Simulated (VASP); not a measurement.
# AlO4 (P6/mmm) in VASP: notebook

Runs on AlO4. Level: PBE. Tasks: relaxation of cell and atoms, single point.

All numbers are computed with VASP 6.6.1; they aren't measurements. Logs are shortened: lines on timing, memory, paths and dates and some standing lists are left out, and cuts for length are marked.

## Step 1: The cell of the first run

The structure is hexagonal, space group P6/mmm (No. 191). The conventional cell has a = 4.099 Å, b = 4.099 Å, c = 3.613 Å, α = 90.00°, β = 90.00°, γ = 120.00°. Within 2.4 Å of Al (site symmetry 6/mmm) lie 8 O at 1.81 to 2.05 Å. O (site symmetry mmm) has 8 O at 2.05 to 2.73 Å and 2 Al at 2.05 Å within 2.8 Å. Within 2.4 Å of O (site symmetry 6/mmm) lie 2 Al at 1.81 Å.

The cell was built from a structure type or drawn by symmetry, and may not be a known phase.

## Step 2: Relaxation of cell and atoms, PBE, collinear spin, ferromagnetic start

File INCAR:

```
  PREC = Accurate
  ENCUT = 600
  EDIFF = 1E-7
  ISMEAR = 0
  SIGMA = 0.1
  LREAL = False
  LASPH = True
  NELM = 150
  ALGO = Normal
  ISIF = 3
  LWAVE = False
  LCHARG = False
  ISPIN = 2
  MAGMOM = 0 0.49 0.49 0.49 0.49
  LORBIT = 11
  GGA = PE
  IBRION = 2
  NSW = 90
  EDIFFG = -0.04
```

File KPOINTS:

```
Automatic mesh
0
Gamma
  6 6 6
```

File POSCAR:

```
AlO4
1.0
    4.0992188706      0.0000000000      0.0000000000
   -2.0496094353      3.5500276776      0.0000000000
    0.0000000000      0.0000000000      3.6125980301
Al O
1 4
Direct
    0.0000000000      0.0000000000      0.5000000000
    0.5000000000      0.0000000000      0.5000000000
    0.0000000000      0.5000000000      0.5000000000
    0.5000000000      0.5000000000      0.5000000000
    0.0000000000      0.0000000000      0.0000000000
```

Potentials or basis: VASP PAW PBE potentials, release 64 (Al, O).

Started as:

```
$ cat potpaw_PBE.64/Al/POTCAR potpaw_PBE.64/O/POTCAR > POTCAR
$ mpirun -np 1 vasp_std > vasp.out
```

OUTCAR:

```text
PREC = Accurate
   ENCUT = 600
   EDIFF = 1E-7
   ISMEAR = 0
   LREAL = False
   LASPH = True
   NELM = 150
   ISIF = 3
   ISPIN = 2
   LORBIT = 11
   GGA = PE
   IBRION = 2
   NSW = 90
   EDIFFG = -0.04

 ion  position               nearest neighbor table
   1  0.000  0.000  0.500-   5 1.81   5 1.81   3 2.05   4 2.05   3 2.05   4 2.05   2 2.05   2 2.05

   2  0.500  0.000  0.500-   1 2.05   1 2.05
   3  0.000  0.500  0.500-   1 2.05   1 2.05
   4  0.500  0.500  0.500-   1 2.05   1 2.05
   5  0.000  0.000  0.000-   1 1.81   1 1.81

  LATTYP: Found a hexagonal cell.
 ALAT       =     4.0992188706
 C/A-ratio  =     0.8812893734

  Lattice vectors:

 A1 = (   4.0992188706,   0.0000000000,   0.0000000000)
 A2 = (  -2.0496094353,   3.5500276776,   0.0000000000)
 A3 = (   0.0000000000,   0.0000000000,   3.6125980301)

Analysis of symmetry for initial positions (statically):
=====================================================================
 Subroutine PRICEL returns:
 Original cell was already a primitive cell.

 Routine SETGRP: Setting up the symmetry group for a
 hexagonal supercell.

 Subroutine GETGRP returns: Found 24 space group operations
 (whereof 24 operations were pure point group operations)
 out of a pool of 24 trial point group operations.

The static configuration has the point symmetry D_6h.

Analysis of symmetry for dynamics (positions and initial velocities):
=====================================================================
 Subroutine PRICEL returns:
 Original cell was already a primitive cell.

 Routine SETGRP: Setting up the symmetry group for a
 hexagonal supercell.

 Subroutine GETGRP returns: Found 24 space group operations
 (whereof 24 operations were pure point group operations)
 out of a pool of 24 trial point group operations.

The dynamic configuration has the point symmetry D_6h.

Analysis of structural, dynamic, and magnetic symmetry:
=====================================================================
 Subroutine PRICEL returns:
 Original cell was already a primitive cell.

 Routine SETGRP: Setting up the symmetry group for a
 hexagonal supercell.

 Subroutine GETGRP returns: Found 24 space group operations
 (whereof 24 operations were pure point group operations)
 out of a pool of 24 trial point group operations.

The overall configuration has the point symmetry D_6h.
[... 187 lines left out ...]
  ---------------------------------------------------
  free  energy   TOTEN  =       -25.0202192364 eV

  energy  without entropy=      -25.0019778674  energy(sigma->0) =      -25.01109855

--------------------------------------- Ionic step        2  -------------------------------------------

 number of electron      26.9999994 magnetization       1.8793856

 Free energy of the ion-electron system (eV)
  ---------------------------------------------------
  ext. energy  EPLUGINS =         0.00000000
  ---------------------------------------------------
  free energy    TOTEN  =       -25.02074663 eV

  energy without entropy =      -25.00264210  energy(sigma->0) =      -25.01169437

 E-fermi :   1.7329     XC(G=0): -10.1857

 val. band max:        1.7309874682   @ k =   0.0000   0.0000   0.0000
 cond. band min:       1.7402026377   @ k =   0.3333   0.0000   0.0000
 fundamental gap:      0.0092151695
 Fermi energy:         1.7328705076

 spin component 1

 k-point     1 :       0.0000    0.0000    0.0000
  band No.  band energies     occupation
      1     -18.7753      1.00000
      2     -15.5452      1.00000
      3     -14.3315      1.00000
      4     -14.3315      1.00000
      5      -5.1596      1.00000
      6      -4.6139      1.00000
[... 493 lines left out ...]
     17      11.9473      0.00000
     18      13.7885      0.00000

 [... further k-points ...]

 spin component 2

 k-point     1 :       0.0000    0.0000    0.0000
  band No.  band energies     occupation
      1     -18.2438      1.00000
      2     -14.3784      1.00000
      3     -13.6958      1.00000
      4     -13.6958      1.00000
      5      -4.8124      1.00000
      6      -4.3065      1.00000
[... 493 lines left out ...]
     17      12.0768      0.00000
     18      14.2846      0.00000

 [... further k-points ...]

------------------------ aborting loop because EDIFF is reached ----------------------------------------

  FORCE on cell =-STRESS in cart. coord.  units (eV):
  Direction    XX          YY          ZZ          XY          YZ          ZX
  --------------------------------------------------------------------------------------
  -------------------------------------------------------------------------------------
  Total        0.0354559      0.0354559      0.0749870      0.0000000     -0.0000000      0.0000000
  in kB        1.0870790      1.0870790      2.2991079      0.0000000     -0.0000000      0.0000000
  external PRESSURE =       1.4910886 kB  Pullay stress =       0.0000000 kB

 VOLUME and BASIS-vectors are now :
 -----------------------------------------------------------------------------
  energy-cutoff  :      600.00
  volume of cell :       52.26
      direct lattice vectors                 reciprocal lattice vectors
     4.089638968  0.000000000  0.000000000     0.244520362  0.141173897 -0.000000000
    -2.044819484  3.541731239 -0.000000000    -0.000000000  0.282347793 -0.000000000
    -0.000000000  0.000000000  3.607753426    -0.000000000  0.000000000  0.277180805

 POSITION                                       TOTAL-FORCE (eV/Angst)
 -----------------------------------------------------------------------------------
      4.08964      0.00000      1.80388        -0.000000     -0.000000      0.000000
      2.04482      0.00000      1.80388         0.000000      0.000000      0.000000
     -1.02241      1.77087      1.80388        -0.000000     -0.000000      0.000000
      1.02241      1.77087      1.80388         0.000000      0.000000      0.000000
      4.08964      0.00000      0.00000        -0.000000     -0.000000      0.000000
 -----------------------------------------------------------------------------------
    total drift:                                0.000000      0.000000      0.000000

  FREE ENERGIE OF THE ION-ELECTRON SYSTEM (eV)
  ---------------------------------------------------
  free  energy   TOTEN  =       -25.0207466294 eV

  energy  without entropy=      -25.0026421025  energy(sigma->0) =      -25.01169437

 reached required accuracy - stopping structural energy minimisation

 total charge

# of ion       s       p       d       tot
------------------------------------------
    1        0.281   0.362   0.000   0.644
    2        1.629   3.140   0.000   4.768
    3        1.629   3.140   0.000   4.768
    4        1.629   3.140   0.000   4.768
    5        1.574   3.389   0.000   4.964
--------------------------------------------------
tot          6.742  13.171   0.000  19.913

 magnetization (x)

# of ion       s       p       d       tot
------------------------------------------
    1       -0.006  -0.010   0.000  -0.017
    2        0.005   0.316   0.000   0.321
    3        0.005   0.316   0.000   0.321
    4        0.005   0.316   0.000   0.321
    5        0.009   0.646   0.000   0.655
--------------------------------------------------
tot          0.017   1.584   0.000   1.601
```

OSZICAR:

```text
N       E                     dE             d eps       ncg     rms          rms(c)
DAV:   1     0.150528816803E+03    0.15053E+03   -0.15588E+04  2016   0.155E+03
DAV:   2    -0.196971483618E+02   -0.17023E+03   -0.16742E+03  2946   0.303E+02
DAV:   3    -0.268569410296E+02   -0.71598E+01   -0.70698E+01  2222   0.658E+01
[... 33 lines left out ...]
DAV:   7    -0.250207458380E+02   -0.50819E-06   -0.71930E-06  2092   0.154E-02    0.480E-03
DAV:   8    -0.250207462757E+02   -0.43772E-06   -0.32333E-07  1520   0.500E-03    0.349E-03
DAV:   9    -0.250207464663E+02   -0.19061E-06   -0.20040E-07  1338   0.345E-03    0.999E-04
DAV:  10    -0.250207466283E+02   -0.16199E-06   -0.52804E-08  1082   0.190E-03    0.536E-04
DAV:  11    -0.250207466294E+02   -0.11571E-08   -0.16484E-08  1014   0.762E-04
   2 F= -.25020747E+02 E0= -.25011694E+02  d E =-.527393E-03  mag=     1.8793
```

Wall time 67 s (1 thread of Intel Xeon 6975P-C (Granite Rapids), shared host); peak memory 0.24 GiB.

What came out:

```yaml
Free_energy: -25.0207 eV
Relaxed_volume: 10.45 Å³/atom
Relaxed_cell: a = 4.090 Å, b = 4.090 Å, c = 3.608 Å, α = 90.00°, β = 90.00°, γ = 120.00°
Space_group_after_relaxing_to_0.1_Å: P6/mmm (No. 191)
Energy_gained_by_relaxing: 0.1 meV/atom
Ionic_steps: 2
Pressure_after_relaxing: 0.1 GPa
Net_moment: 1.88 μB per cell
Site_moments: Al -0.02; O +0.32, +0.66 (each value once) μB
Valence_electrons_inside_the_program's_atomic_spheres: Al 0.64; O 4.77, 4.96 (each value once)
```

The path:
```csv
step,energy change (eV),largest force (eV/Å),pressure (GPa),volume (Å³)
1,0.0000,0.0000,-0.63,52.57
2,-0.0005,0.0000,0.15,52.26
```

Final structure:
```
Al O
1.0
     4.08964    0.00000    0.00000
    -2.04482    3.54173    0.00000
     0.00000    0.00000    3.60775
Al O
1 4
Direct
  0.00000 0.00000 0.50000
  0.50000 0.00000 0.50000
  0.00000 0.50000 0.50000
  0.50000 0.50000 0.50000
  0.00000 0.00000 0.00000
```

Levels at points of the mesh, in eV from the Fermi level:
Spin up:
```tsv
k point	band 12	band 13	band 14	band 15	band 16	band 17	band 18
(0.00, 0.00, 0.00)	-0.97	-0.97	0.52	2.09	2.09	6.27	9.15
(0.50, 0.00, 0.00)	-1.65	-1.60	-1.25	-1.07	1.81	9.69	11.39
(0.00, 0.00, 0.50)	-1.24	-1.24	0.52	2.07	2.07	8.95	11.38
(0.50, 0.00, 0.50)	-2.13	-1.63	-0.83	-0.55	1.82	11.25	12.19
```
Spin down:
```
           k point  band 11  band 12  band 13  band 14  band 15  band 16
(0.00, 0.00, 0.00)     0.00     0.10     0.10     0.91     2.60     2.60
(0.50, 0.00, 0.00)    -1.22    -0.83    -0.64    -0.02     0.07     2.30
(0.00, 0.00, 0.50)    -0.73    -0.21    -0.21     0.92     2.57     2.57
(0.50, 0.00, 0.50)    -1.60    -1.49    -1.18     0.63     0.75     2.31
```

## Step 3: Single point, PBE, collinear spin, ferromagnetic start

This run uses another cell than the first one, of 10.46 Å³/atom.

File INCAR:

```
PREC = Accurate
ENCUT = 520
EDIFF = 1E-7
ISMEAR = 0
SIGMA = 0.1
LREAL = F
LASPH = T
NELM = 150
ALGO = Normal
ISIF = 2
LWAVE = F
LCHARG = F
ISPIN = 2
MAGMOM = 0 0.47 0.47 0.47 0.47
LORBIT = 11
GGA = PE
NBANDS = 26
```

File KPOINTS:

```
regular mesh
0
Gamma
  12 12 10
```

Changes to POSCAR since step 2:

```diff
@@ -2,5 +2,5 @@
 1.0
-    4.0992188706      0.0000000000      0.0000000000
-   -2.0496094353      3.5500276776      0.0000000000
-    0.0000000000      0.0000000000      3.6125980301
+    4.0859669453      0.0000000000      0.0000000000
+   -2.0429834726      3.5385511736      0.0000000000
+    0.0000000000      0.0000000000      3.6171307660
 Al O
```

Potentials or basis: VASP PAW PBE potentials, release 64 (Al, O).

Started as:

```
$ cat potpaw_PBE.64/Al/POTCAR potpaw_PBE.64/O/POTCAR > POTCAR
$ mpirun -np 1 vasp_std > vasp.out
```

Run time: 8.6 min. Hardware: 1 thread of AMD EPYC 7R43 (Zen 3), shared host; peak memory 0.28 GiB.

The run converged. Its results:

| Property | Result |
| --- | --- |
| Free energy | -25.0312 eV |
| Pressure | -0.2 GPa |
| Net moment | 1.82 μB per cell |
| Site moments | Al -0.02; O +0.30, +0.66 (each value once) μB |
| Valence electrons inside the program's atomic spheres | Al 0.64; O 4.77, 4.96 (each value once) |

Levels at points of the mesh, in eV from the Fermi level:
Spin up:
| k point | band 13 | band 14 | band 15 | band 16 | band 17 | band 18 |
| --- | --- | --- | --- | --- | --- | --- |
| (0.00, 0.00, 0.00) | -0.93 | 0.47 | 2.10 | 2.10 | 6.23 | 9.14 |
| (0.50, 0.00, 0.00) | -1.57 | -1.28 | -1.04 | 1.82 | 9.65 | 11.38 |
| (0.00, 0.00, 0.50) | -1.20 | 0.47 | 2.08 | 2.08 | 8.91 | 11.37 |
| (0.50, 0.00, 0.50) | -1.63 | -0.83 | -0.53 | 1.83 | 11.24 | 12.15 |
Spin down:
| k point | band 11 | band 12 | band 13 | band 14 | band 15 | band 16 |
| --- | --- | --- | --- | --- | --- | --- |
| (0.00, 0.00, 0.00) | -0.01 | 0.05 | 0.05 | 0.93 | 2.53 | 2.53 |
| (0.50, 0.00, 0.00) | -1.31 | -0.83 | -0.68 | -0.07 | 0.07 | 2.24 |
| (0.00, 0.00, 0.50) | -0.72 | -0.25 | -0.25 | 0.94 | 2.49 | 2.49 |
| (0.50, 0.00, 0.50) | -1.61 | -1.53 | -1.27 | 0.62 | 0.72 | 2.24 |

## Step 4: Relaxation of cell and atoms, PBE, collinear spin, ferromagnetic start

File INCAR:

```
ALGO = Fast
EDIFF = 1E-6
EDIFFG = -0.01
ENCUT = 600
GGA = PE
IBRION = 2
ISIF = 3
ISMEAR = 0
ISPIN = 2
LASPH = True
LCHARG = False
LORBIT = 11
LREAL = False
LWAVE = False
MAGMOM = 0 0.47 0.47 0.47 0.47
NELM = 150
NSW = 100
PREC = Accurate
SIGMA = 0.1
```

File KPOINTS:

```
k-points
0
Gamma
  12 12 10
```

Changes to POSCAR since step 3:

```diff
@@ -2,5 +2,5 @@
 1.0
-    4.0859669453      0.0000000000      0.0000000000
-   -2.0429834726      3.5385511736      0.0000000000
-    0.0000000000      0.0000000000      3.6171307660
+    4.0992188706      0.0000000000      0.0000000000
+   -2.0496094353      3.5500276776      0.0000000000
+    0.0000000000      0.0000000000      3.6125980301
 Al O
```

Started as:

```
$ cat potpaw_PBE.64/Al/POTCAR potpaw_PBE.64/O/POTCAR > POTCAR
$ mpirun -np 1 vasp_std > vasp.out
```

Run time: 24 min. Hardware: 1 thread of Oxide Virtual Turin-like, shared host; peak memory 0.32 GiB.

The run converged. Its results:

```yaml
Free_energy: -25.0372 eV
Relaxed_volume: 10.43 Å³/atom
Relaxed_cell: a = 4.083 Å, b = 4.083 Å, c = 3.612 Å, α = 90.00°, β = 90.00°, γ = 120.00°
Space_group_after_relaxing_to_0.1_Å: P6/mmm (No. 191)
Energy_gained_by_relaxing: 0.4 meV/atom
Ionic_steps: 5
Pressure_after_relaxing: 0.0 GPa
Net_moment: 1.82 μB per cell
Site_moments: Al -0.02; O +0.30, +0.66 (each value once) μB
Valence_electrons_inside_the_program's_atomic_spheres: Al 0.64; O 4.77, 4.96 (each value once)
```

Stress tensor (GPa, compression positive):
```
-0.07  0.00  0.00
 0.00 -0.07  0.00
 0.00  0.00  0.06
```

Step by step:
| step | energy change (eV) | largest force (eV/Å) | pressure (GPa) | volume (Å³) |
| --- | --- | --- | --- | --- |
| 1 | 0.0000 | 0.0000 | -1.15 | 52.57 |
| 2 | -0.0019 | 0.0000 | 0.37 | 52.00 |
| 3 | -0.0020 | 0.0000 | 0.08 | 52.11 |
| 4 | -0.0020 | 0.0000 | 0.04 | 52.12 |
| 5 | -0.0020 | 0.0000 | -0.03 | 52.14 |

Final structure:
```
Al O
1.0
     4.08297    0.00000    0.00000
    -2.04148    3.53595    0.00000
     0.00000    0.00000    3.61178
Al O
1 4
Direct
  0.00000 0.00000 0.50000
  0.50000 0.00000 0.50000
  0.00000 0.50000 0.50000
  0.50000 0.50000 0.50000
  0.00000 0.00000 0.00000
```

Levels at points of the mesh, in eV from the Fermi level:
Spin up:
| k point | band 13 | band 14 | band 15 | band 16 | band 17 | band 18 |
| --- | --- | --- | --- | --- | --- | --- |
| (0.00, 0.00, 0.00) | -0.93 | 0.47 | 2.11 | 2.11 | 6.28 | 9.15 |
| (0.50, 0.00, 0.00) | -1.57 | -1.28 | -1.04 | 1.83 | 9.69 | 11.40 |
| (0.00, 0.00, 0.50) | -1.20 | 0.48 | 2.09 | 2.09 | 8.95 | 11.39 |
| (0.50, 0.00, 0.50) | -1.63 | -0.83 | -0.53 | 1.83 | 11.27 | 12.20 |
Spin down:
| k point | band 11 | band 12 | band 13 | band 14 | band 15 | band 16 |
| --- | --- | --- | --- | --- | --- | --- |
| (0.00, 0.00, 0.00) | -0.01 | 0.05 | 0.05 | 0.93 | 2.53 | 2.53 |
| (0.50, 0.00, 0.00) | -1.31 | -0.84 | -0.68 | -0.07 | 0.07 | 2.24 |
| (0.00, 0.00, 0.50) | -0.73 | -0.25 | -0.25 | 0.94 | 2.50 | 2.50 |
| (0.50, 0.00, 0.50) | -1.62 | -1.53 | -1.27 | 0.62 | 0.72 | 2.25 |

## Step 5: The runs side by side

| task | cell | k mesh | cutoff (eV) | gap on the mesh (eV) | pressure (GPa) | moment (μB) | relaxed volume (Å³/atom) |
| --- | --- | --- | --- | --- | --- | --- | --- |
| relaxation of cell and atoms | relaxed from a = 4.099, b = 4.099, c = 3.613 Å, angles 90.0, 90.0, 120.0°, 5 atoms | 6 × 6 × 6 | 600 | none | 0.1 | 1.88 | 10.45 |
| single point | a = 4.086, b = 4.086, c = 3.617 Å, angles 90.0, 90.0, 120.0°, 5 atoms | 12 × 12 × 10 | 520 | none | -0.2 | 1.82 | - |
| relaxation of cell and atoms | relaxed from a = 4.099, b = 4.099, c = 3.613 Å, angles 90.0, 90.0, 120.0°, 5 atoms | 12 × 12 × 10 | 600 | none | 0.0 | 1.82 | 10.43 |

Alike in all rows: level PBE; potentials or basis VASP PAW PBE potentials, release 64 (Al, O); spin collinear, ferromagnetic start; smearing gaussian 0.1 eV.

Absolute energies hang on the potentials; compare differences alone.
